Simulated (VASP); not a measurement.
Wanted: the native input for a VASP 6.6.1 run.

```
Task                   : single point
Functional             : PBE
Potentials or basis    : VASP PAW PBE potentials, release 64 (Cs_sv, H)
Cutoff                 : 520 eV
k mesh                 : 4 × 4 × 4
Occupations            : gaussian, width 0.1 eV
Spin                   : no spin polarisation
Dipole correction      : no
Further INCAR settings : ALGO = Normal; EDIFF = 1e-06; NBANDS = 20
```

The structure of CsH2 lies in POSCAR:

```
CsH2
1.0
    4.0178275998      0.0000000000      0.0000000000
    0.0000000000      4.0178275998      0.0000000000
    0.0000000000      0.0000000000      7.4493722661
Cs H
2 4
Direct
    0.0000000000      0.5000000000      0.7456571004
    0.5000000000      0.0000000000      0.2543428996
    0.0000000000      0.0000000000      0.0000000000
    0.5000000000      0.5000000000      0.0000000000
    0.0000000000      0.5000000000      0.0986715750
    0.5000000000      0.0000000000      0.9013284250
```

One way to write it, as run:

INCAR

```
ALGO = Normal
EDIFF = 1E-6
ENCUT = 520
GGA = PE
ISIF = 2
ISMEAR = 0
LASPH = T
LCHARG = F
LREAL = F
LWAVE = F
NBANDS = 20
NELM = 100
PREC = Accurate
SIGMA = 0.1
```

KPOINTS

```
k-points
0
Gamma
  4 4 4
```

Potentials or basis: VASP PAW PBE potentials, release 64 (Cs_sv, H).

Launch:

```bash
$ cat potpaw_PBE.64/Cs_sv/POTCAR potpaw_PBE.64/H/POTCAR > POTCAR
$ mpirun -np 1 vasp_std > vasp.out
```

Results of the run:

```yaml
Pressure: 0.1 GPa
Largest_force: 0.029 eV/Å
Band_gap_on_the_k_mesh: zero (bands 11 and 12 overlap by 2.18 eV)
```

Caveat: the k points lie up to 0.39 Å⁻¹ apart, too coarse for converged energies and pressures of a metal; spin-orbit coupling is left out, which moves the levels of the heavy elements.

It took 23 s on 1 thread of Intel(R) Xeon(R) 6975P-C (Granite Rapids) (shared host), peak memory 0.22 GiB.
